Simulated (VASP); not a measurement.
The system is SiSe.

```
CELL_PARAMETERS angstrom
3.59520 0.00000 0.00000
-1.79760 3.11353 0.00000
0.00000 0.00000 3.59873
ATOMIC_POSITIONS crystal
Si 0.66667 0.33333 0.50000
Se 0.00000 0.00000 0.00000
```

Base run:

- Program: VASP 6.6.1
- Functional: r2SCAN
- Potentials or basis: VASP PAW PBE potentials, release 64 (Si, Se)
- Cutoff: 520 eV
- k mesh: 8 × 8 × 7
- Occupations: gaussian, width 0.05 eV
- Spin: non-collinear spin, zero start, spin-orbit coupling
- Starting moments: [[0.0, 0.0, 0.0], [0.0, 0.0, 0.0]] μB

Its results: pressure 0.0 GPa; net moment 0.00 μB per cell.

Problem. The run is repeated on the same cell with these changes: k mesh from 8 × 8 × 7 to 6 × 6 × 5; further incar settings from ALGO = Normal; EDIFF = 1e-07; NBANDS = 22 to ALGO = Normal; EDIFF = 1e-06; NBANDS = 22. What comes out?

Solution. Pressure -1.9 GPa; net moment 0.00 μB per cell.

Caveats: the PAW data sets were made with another functional, which shifts forces and pressure a little.
